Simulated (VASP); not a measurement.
Crystal: Sb.

```
Sb
1.0
     2.99964    0.00000    0.00000
     0.00000    5.81818    0.00000
     0.00000    0.00000    7.98293
Sb
5
Direct
  0.50000 0.75384 0.31611
  0.50000 0.24616 0.31611
  0.50000 0.75384 0.68389
  0.50000 0.24616 0.68389
  0.50000 0.50000 0.00000
```

* Program: VASP 6.6.1
* Task: relaxation of cell and atoms
* Functional: PBE
* Potentials or basis: VASP PAW PBE potentials, release 64 (Sb)
* Cutoff: 600 eV
* k mesh: 6 × 4 × 2
* Occupations: gaussian, width 0.1 eV
* Spin: no spin polarisation

At the start: pressure 12.7 GPa; volume 27.86 Å³/atom.

Q: Where does the relaxation end?

A: Over 14 steps the energy falls by 219.5 meV/atom and the volume is 33.65 Å³/atom (+20.8 %); space group Pmmm (No. 47, to 0.05 Å).

Step by step:
| step | energy change (eV) | largest force (eV/Å) | pressure (GPa) | volume (Å³) |
| --- | --- | --- | --- | --- |
| 1 | 0.0000 | 0.0947 | 12.70 | 139.32 |
| 2 | -0.7328 | 0.2283 | -4.50 | 188.64 |
| 3 | -1.0315 | 0.2128 | -0.33 | 168.45 |
| 4 | -1.0314 | 0.2131 | -0.50 | 169.07 |
| 5 | -1.0714 | 0.1971 | -0.24 | 168.79 |
| 6 | -1.0776 | 0.2067 | -0.35 | 168.88 |
| 7 | -1.0866 | 0.1160 | 0.17 | 167.27 |
| 8 | -1.0866 | 0.1165 | 0.17 | 167.28 |
| 9 | -1.0904 | 0.0836 | 0.06 | 167.65 |
| 10 | -1.0925 | 0.0529 | -0.09 | 168.20 |
| 11 | -1.0950 | 0.0511 | -0.08 | 168.25 |
| 12 | -1.0969 | 0.0413 | -0.04 | 168.34 |
| 13 | -1.0969 | 0.0429 | -0.05 | 168.34 |
| 14 | -1.0975 | 0.0233 | 0.02 | 168.24 |

Final structure:
```cif
data_structure
_symmetry_space_group_name_H-M 'P 1'
_symmetry_Int_Tables_number 1
_cell_length_a 3.0883
_cell_length_b 6.3862
_cell_length_c 8.5302
_cell_angle_alpha 90.000
_cell_angle_beta 90.000
_cell_angle_gamma 90.000
_cell_volume 168.24
loop_
_atom_site_label
_atom_site_type_symbol
_atom_site_fract_x
_atom_site_fract_y
_atom_site_fract_z
_atom_site_occupancy
Sb1 Sb 0.50000 0.74623 0.31950 1
Sb2 Sb 0.50000 0.25377 0.31950 1
Sb3 Sb 0.50000 0.74623 0.68050 1
Sb4 Sb 0.50000 0.25377 0.68050 1
Sb5 Sb 0.50000 0.50000 0.00000 1
```

Caveat: the k points lie up to 0.37 Å⁻¹ apart in the final cell; the volume moved by over 15 % at a fixed basis, so the end points are rough.
